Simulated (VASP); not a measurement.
A run of VASP 6.6.1 is set up as follows.

The input INCAR:

```
PREC     = Accurate       # precision mode
ENCUT    = 520            # plane-wave cutoff, eV
EDIFF    = 1E-7           # SCF threshold, eV
ISMEAR   = 0              # smearing method
SIGMA    = 0.05           # smearing width, eV
LREAL    = F              # projectors in reciprocal space
LASPH    = T              # aspherical terms in the spheres
NELM     = 60             # most SCF steps
ALGO     = Normal         # electronic algorithm
ISIF     = 2              # what is computed and relaxed
LWAVE    = F              # write WAVECAR
LCHARG   = F              # write CHGCAR
GGA      = PE             # functional
NBANDS   = 35             # bands
```

KPOINTS

```
Automatic mesh
0
Gamma
  12 12 2
```

Contents of POSCAR:

```
Te2Mo
1.0
    3.5570664331      0.0000000000      0.0000000000
   -1.7785332165      3.0805098940      0.0000000000
    0.0000000000      0.0000000000     15.2047186580
Te Mo
4 2
Direct
    0.3820265709      0.7640531417      0.6113636383
    0.6666666667      0.3333333333      0.1310943552
    0.3333333333      0.6666666667      0.8689056448
    0.6666666667      0.3333333333      0.3689056448
    0.3333333333      0.6666666667      0.2500000000
    0.6666666667      0.3333333333      0.7500000000
```

Potentials or basis: VASP PAW PBE potentials, release 64 (Te, Mo_sv).

Launch:

```console
$ cat potpaw_PBE.64/Te/POTCAR potpaw_PBE.64/Mo_sv/POTCAR > POTCAR
$ mpirun -np 1 vasp_std > vasp.out
```

Problem. What does it give for the pressure?

Solution. -2.5 GPa.

Problem. Predict the largest force.

Solution. 2.172 eV/Å.

Problem. What does it give for the band gap on the k mesh?

Solution. 0.53 eV (least direct gap 0.88 eV).

Stress tensor (GPa, compression positive):
```
-1.55  0.00  0.00
 0.00 -1.53  1.91
 0.00  1.91 -4.35
```

Caveat: the cell differs from its parent crystal (atom 1 (Te) moved by (+0.300, -0.300) A along y and z); semilocal functionals underestimate gaps, and a narrow one can read as zero; spin-orbit coupling is left out, which moves the levels of the heavy elements; this functional lacks dispersion, which binds layers or chains, so the pressure and a relaxed spacing across them are unreliable; forces of over 1 eV/Å act on the atoms, so gaps and moduli don't describe the material at rest. A k mesh can miss the band edges.
